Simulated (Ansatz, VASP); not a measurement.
# One calculation of In2O3, two programs

```
CELL_PARAMETERS angstrom
2.76539 1.59660 4.85597
-2.76539 1.59660 4.85597
0.00000 -3.19320 4.85597
ATOMIC_POSITIONS crystal
In 0.35712 0.35712 0.35712
In 0.14288 0.14288 0.14288
In 0.64288 0.64288 0.64288
In 0.85712 0.85712 0.85712
O 0.54665 0.95335 0.25000
O 0.25000 0.54665 0.95335
O 0.95335 0.25000 0.54665
O 0.45335 0.04665 0.75000
O 0.75000 0.45335 0.04665
O 0.04665 0.75000 0.45335
```

Alike in both runs: functional r2SCAN; k mesh 5 × 5 × 5; no spin polarisation.

Ansatz relaxed the structure, and its values are those at the end. VASP's run is a single point on that final structure, the one shown.

```csv
,VASP,Ansatz
version,VASP 6.6.1,Ansatz 0.2.0
potentials or method,"VASP PAW PBE potentials, release 64 (In_d, O)","scalar-relativistic, plane waves, PAW"
plane-wave cutoff (eV),520,500
occupations,"gaussian, width 0.01 eV",fixed
valence electrons in the cell,88,88
```

|  | VASP | Ansatz | Ansatz less VASP |
| --- | --- | --- | --- |
| gap on the k mesh at the Fermi level (eV) | 1.74 | 1.73 | -0.009 |
| least direct gap on the mesh (eV) | 1.79 | 1.78 | -0.009 |
| pressure (GPa) | -0.6 | -1.6 | -1.02 |
| rms of the force components (eV/Å) | 0.008 | 0.001 | -0.0073 |

VASP's potentials were made for PBE, not for r2SCAN. Ansatz's warnings: stress scf threshold loose, structure snapped to symmetry.
